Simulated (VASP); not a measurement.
# Nb (Im-3m) in VASP: further runs, part 2 of 2

VASP 6.6.1.

## Step 4: Single point, r2SCAN

Contents of POSCAR:

```
Nb
1.0
   -1.6511317439      1.6511317439      1.6511317439
    1.6511317439     -1.6511317439      1.6511317439
    1.6511317439      1.6511317439     -1.6511317439
Nb
1
Direct
    0.0000000000      0.0000000000      0.0000000000
```

Contents of INCAR.step1:

```
SYSTEM = Nb
PREC = Accurate
ENCUT = 520
ISMEAR = 1
SIGMA = 1.0
LREAL = .False.
LASPH = .True.
NELM = 60
NBANDS = 12
GGA = PE
ALGO = Normal
EDIFF = 1E-4
LWAVE = .True.
LCHARG = .False.
```

Contents of INCAR.step2:

```
SYSTEM = Nb
PREC = Accurate
ENCUT = 520
EDIFF = 1E-7
ISMEAR = 1
SIGMA = 1.0
LREAL = .False.
LASPH = .True.
NELM = 60
ALGO = Normal
ISIF = 2
LWAVE = .False.
LCHARG = .False.
METAGGA = R2SCAN
LMIXTAU = .True.
NBANDS = 12
ISTART = 1
```

Contents of KPOINTS:

```
regular mesh
0
Gamma
  13 13 13
  0 0 0
```

Potentials or basis: VASP PAW PBE potentials, release 64 (Nb_sv).

Command:

```
$ cat potpaw_PBE.64/Nb_sv/POTCAR > POTCAR
$ cp INCAR.step1 INCAR
$ mpirun -np 1 vasp_std > vasp.out
$ cp INCAR.step2 INCAR
$ mpirun -np 1 vasp_std > vasp.out
```

OUTCAR:

```text
SYSTEM = Nb
   PREC = Accurate
   ENCUT = 520
   EDIFF = 1E-7
   ISMEAR = 1
   LREAL = .False.
   LASPH = .True.
   NELM = 60
   ISIF = 2
   METAGGA = R2SCAN
   ISTART = 1

 ion  position               nearest neighbor table
   1  0.000  0.000  0.000-

  LATTYP: Found a body centered cubic cell.
 ALAT       =     3.3022634878

  Lattice vectors:

 A1 = (  -1.6511317439,   1.6511317439,   1.6511317439)
 A2 = (   1.6511317439,  -1.6511317439,   1.6511317439)
 A3 = (   1.6511317439,   1.6511317439,  -1.6511317439)

Analysis of symmetry for initial positions (statically):
=====================================================================
 Subroutine PRICEL returns:
 Original cell was already a primitive cell.

 Routine SETGRP: Setting up the symmetry group for a
 body centered cubic supercell.

 Subroutine GETGRP returns: Found 48 space group operations
 (whereof 48 operations were pure point group operations)
 out of a pool of 48 trial point group operations.

The static configuration has the point symmetry O_h .

Analysis of symmetry for dynamics (positions and initial velocities):
=====================================================================
 Subroutine PRICEL returns:
 Original cell was already a primitive cell.

 Routine SETGRP: Setting up the symmetry group for a
 body centered cubic supercell.

 Subroutine GETGRP returns: Found 48 space group operations
 (whereof 48 operations were pure point group operations)
 out of a pool of 48 trial point group operations.

The dynamic configuration has the point symmetry O_h .

 Subroutine INISYM returns: Found 48 space group operations
 (whereof 48 operations are pure point group operations),
 and found     1 'primitive' translations

----------------------------------------------------------------------------------------

                                     Primitive cell

  volume of cell :      18.0055

  direct lattice vectors                    reciprocal lattice vectors
    -1.651131744  1.651131744  1.651131744     0.000000000  0.302822595  0.302822595
     1.651131744 -1.651131744  1.651131744     0.302822595  0.000000000  0.302822595
     1.651131744  1.651131744 -1.651131744     0.302822595  0.302822595  0.000000000

  length of vectors
     2.859844070  2.859844070  2.859844070     0.428255821  0.428255821  0.428255821

  position of ions in fractional coordinates (direct lattice)
     0.000000000  0.000000000  0.000000000

  ion indices of the primitive-cell ions
   primitive index   ion index
                 1           1

----------------------------------------------------------------------------------------

 KPOINTS: regular mesh

Automatic generation of k-mesh.
 Grid dimensions read from file:
 generate k-points for:   13   13   13

 Generating k-lattice:

  Cartesian coordinates                     Fractional coordinates (reciprocal lattice)
     0.000000000  0.023294046  0.023294046     0.076923077  0.000000000  0.000000000
     0.023294046  0.000000000  0.023294046     0.000000000  0.076923077  0.000000000
     0.023294046  0.023294046  0.000000000     0.000000000  0.000000000  0.076923077

  Length of vectors
     0.032942755  0.032942755  0.032942755

  Shift w.r.t. Gamma in fractional coordinates (k-lattice)
     0.000000000  0.000000000  0.000000000

 Subroutine IBZKPT returns following result:
 ===========================================

 Found     84 irreducible k-points:

 Following reciprocal coordinates:
            Coordinates               Weight
  0.000000  0.000000  0.000000      1.000000
  0.076923  0.000000  0.000000     12.000000
  0.153846  0.000000  0.000000     12.000000
  0.230769  0.000000  0.000000     12.000000
  0.307692  0.000000  0.000000     12.000000
  0.384615  0.000000  0.000000     12.000000
[... 16 lines left out ...]
  0.153846  0.076923  0.076923     24.000000
  0.230769  0.076923  0.076923     24.000000
 [... further k-points ...]
   k-points           NKPTS =     84   k-points in BZ     NKDIM =     84   number of bands    NBANDS=     12
   number of dos      NEDOS =    301   number of ions     NIONS =      1
   total plane-waves  NPLWV =  13824
   dimension x,y,z NGX =    24 NGY =   24 NGZ =   24
   dimension x,y,z NGXF=    48 NGYF=   48 NGZF=   48
   ions per type =               1
   NGX,Y,Z   is equivalent  to a cutoff of  13.95, 13.95, 13.95 a.u.
   NGXF,Y,Z  is equivalent  to a cutoff of  27.90, 27.90, 27.90 a.u.
 SYSTEM =  Nb
   PREC   = accura    normal or accurate (medium, high low for compatibility)
   ISTART =      1    job   : 0-new  1-cont  2-samecut
   ICHARG =      0    charge: 1-file 2-atom 10-const
   ISPIN  =      1    spin polarized calculation?
   LNONCOLLINEAR =      F non collinear calculations
   LSORBIT =      F    spin-orbit coupling
   LASPH  =      T    aspherical Exc in radial PAW
   ENCUT  =  520.0 eV  38.22 Ry    6.18 a.u.   5.32  5.32  5.32*2*pi/ulx,y,z
   NELM   =     60;   NELMIN=  2; NELMDL=  0     # of ELM steps
   EDIFF  = 0.1E-06   stopping-criterion for ELM
   LREAL  =      F    real-space projection
   EDIFFG = 0.1E-05   stopping-criterion for IOM
   NSW    =      0    number of steps for IOM
   IBRION =     -1    ionic relax: 0-MD 1-quasi-New 2-CG
   NFREE  =      0    steps in history (QN), initial steepest desc. (CG)
   ISIF   =      2    stress and relaxation
   ISYM   =      2    0-nonsym 1-usesym 2-fastsym
   POTIM  = 0.5000    time-step for ionic-motion
   TEBEG  =    0.0;   TEEND  =   0.0 temperature during run
   PSTRESS=    0.0 pullay stress
   NELECT =      13.0000    total number of electrons
   NUPDOWN=      -1.0000    fix difference up-down
   EMIN   =  10.00;   EMAX   =-10.00  energy-range for DOS
   EFERMI =   0.00;   METHOD = LEGACY
   ISMEAR =     1;   SIGMA  =   1.00  broadening in eV -4-tet -1-fermi 0-gaus
   EFERMI_NEDOS =   21; number of points for ismear=-14 and -15
   IALGO  =     38    algorithm
   IMIX   =      4    mixing-type and parameters
     AMIX     =   0.40;   BMIX     =  1.00
     AMIX_MAG =   1.60;   BMIX_MAG =  1.00
  volume/ion in A,a.u.               =      18.01       121.51
  Fermi-wavevector in a.u.,A,eV,Ry     =   1.468659  2.775363 29.347202  2.156958
  Thomas-Fermi vector in A             =   2.584130
   LORBIT       =      0    0 simple, 1 ext, 2 COOP (PROOUT), +10 PAW based schemes
   METAGGA = R2SCAN    functional components
   LHFCALC =     F    Hartree Fock is set to
   AEXX    =    0.0000 exact exchange contribution
   IVDW    =     0    specifies the selected vdW correction
   LEPSILON=     F    determine dielectric tensor
   LRPA    =     F    only Hartree local field effects (RPA)
 non-spin polarized calculation
 Methfessel and Paxton  Order N= 1 SIGMA  =   1.00
  energy-cutoff  :      520.00
  volume of cell :       18.01
 maximum number of plane-waves:       493
 NGX is ok and might be reduce to    24
   NGX = 11   NGY = 11   NGZ = 11

 number of electron      13.0000000 magnetization

 Free energy of the ion-electron system (eV)
  ---------------------------------------------------
  ext. energy  EPLUGINS =         0.00000000
  ---------------------------------------------------
  free energy    TOTEN  =       -24.86856205 eV

  energy without entropy =      -24.82833210  energy(sigma->0) =      -24.85515206

 E-fermi :  11.2085     XC(G=0): -13.6277

 val. band max:       11.1072141299   @ k =  -0.1538   0.2308   0.0769
 cond. band min:      11.2144862934   @ k =   0.0769   0.0769   0.0000
 fundamental gap:      0.1072721635
 Fermi energy:        11.2084596706

 k-point     1 :       0.0000    0.0000    0.0000
  band No.  band energies     occupation
      1     -45.0055      2.00000
      2     -19.5444      2.00000
      3     -19.5444      2.00000
      4     -19.5444      2.00000
      5       4.8546      2.00000
      6      11.5874      0.40686
      7      11.5874      0.40686
      8      11.5874      0.40686
      9      14.7158     -0.00001
     10      14.7158     -0.00001
     11      26.0204     -0.00000
     12      26.0204     -0.00000
[... 331 lines left out ...]
 k-point    24 :       0.2308    0.0769    0.0769
  band No.  band energies     occupation
      1     -44.8111      2.00000
      2     -20.5818      2.00000
      3     -19.8573      2.00000
      4     -19.6275      2.00000
      5       7.8148      2.00002
      6       9.8779      2.06794
      7      10.5820      1.86310
      8      14.4971     -0.00003
      9      15.0559     -0.00000
     10      16.1633     -0.00000
     11      25.8156     -0.00000
     12      26.5943     -0.00000

 [... further k-points ...]

------------------------ aborting loop because EDIFF is reached ----------------------------------------

  FORCE on cell =-STRESS in cart. coord.  units (eV):
  Direction    XX          YY          ZZ          XY          YZ          ZX
  --------------------------------------------------------------------------------------
  -------------------------------------------------------------------------------------
  Total       -0.0056222     -0.0056222     -0.0056222      0.0000000     -0.0000000     -0.0000000
  in kB       -0.5002769     -0.5002769     -0.5002769      0.0000000     -0.0000000     -0.0000000
  external PRESSURE =      -0.5002769 kB  Pullay stress =       0.0000000 kB

 VOLUME and BASIS-vectors are now :
 -----------------------------------------------------------------------------
  energy-cutoff  :      520.00
  volume of cell :       18.01
      direct lattice vectors                 reciprocal lattice vectors
    -1.651131744  1.651131744  1.651131744     0.000000000  0.302822595  0.302822595
     1.651131744 -1.651131744  1.651131744     0.302822595  0.000000000  0.302822595
     1.651131744  1.651131744 -1.651131744     0.302822595  0.302822595  0.000000000

 POSITION                                       TOTAL-FORCE (eV/Angst)
 -----------------------------------------------------------------------------------
      0.00000      0.00000      0.00000         0.000000     -0.000000     -0.000000
 -----------------------------------------------------------------------------------
    total drift:                               -0.000000      0.000000      0.000000

  FREE ENERGIE OF THE ION-ELECTRON SYSTEM (eV)
  ---------------------------------------------------
  free  energy   TOTEN  =       -24.8685620450 eV

  energy  without entropy=      -24.8283321036  energy(sigma->0) =      -24.85515206
```

OSZICAR.step1:

```text
N       E                     dE             d eps       ncg     rms          rms(c)
DAV:   1     0.117730843945E+03    0.11773E+03   -0.72571E+03  2016   0.108E+03
DAV:   2    -0.588577936818E+01   -0.12362E+03   -0.11925E+03  2156   0.391E+02
DAV:   3    -0.103590666943E+02   -0.44733E+01   -0.42898E+01  2904   0.658E+01
DAV:   4    -0.106472401924E+02   -0.28817E+00   -0.28625E+00  2780   0.150E+01
DAV:   5    -0.106599221728E+02   -0.12682E-01   -0.12676E-01  2972   0.257E+00    0.712E+00
DAV:   6    -0.102805670261E+02    0.37936E+00   -0.58584E-01  3244   0.973E+00    0.250E+00
DAV:   7    -0.102370951930E+02    0.43472E-01   -0.18030E-01  3328   0.537E+00    0.951E-01
DAV:   8    -0.102425109175E+02   -0.54157E-02   -0.12410E-02  2396   0.147E+00    0.372E-02
DAV:   9    -0.102425630126E+02   -0.52095E-04   -0.94509E-04  3128   0.279E-01
   1 F= -.10242563E+02 E0= -.10230515E+02  d E =-.361442E-01
```

Run time: 2.3 min. Hardware: 1 thread of AMD EPYC 7R13, shared host; peak memory 0.12 GiB.

What came out:

```
Free energy : -24.8686 eV
Pressure    : -0.1 GPa
```

Caveat: the PAW data sets were made with another functional, which shifts forces and pressure a little.

## Step 5: Overview

| smearing | gap on the mesh (eV) | pressure (GPa) |
| --- | --- | --- |
| methfessel-paxton 0.2 eV | none | -0.7 |
| methfessel-paxton 0.6 eV | none | -0.2 |
| methfessel-paxton 1 eV | none | -0.1 |

Alike in all rows: task single point; level r2SCAN; potentials or basis VASP PAW PBE potentials, release 64 (Nb_sv); no spin polarisation; cell as given; k mesh 13 × 13 × 13; cutoff (eV) 520.

Every run on the cell as given and a fine mesh finds a metal.

Caveats: the PAW data sets were made with another functional, which shifts forces and pressure a little.

Absolute energies hang on the potentials; compare differences alone.
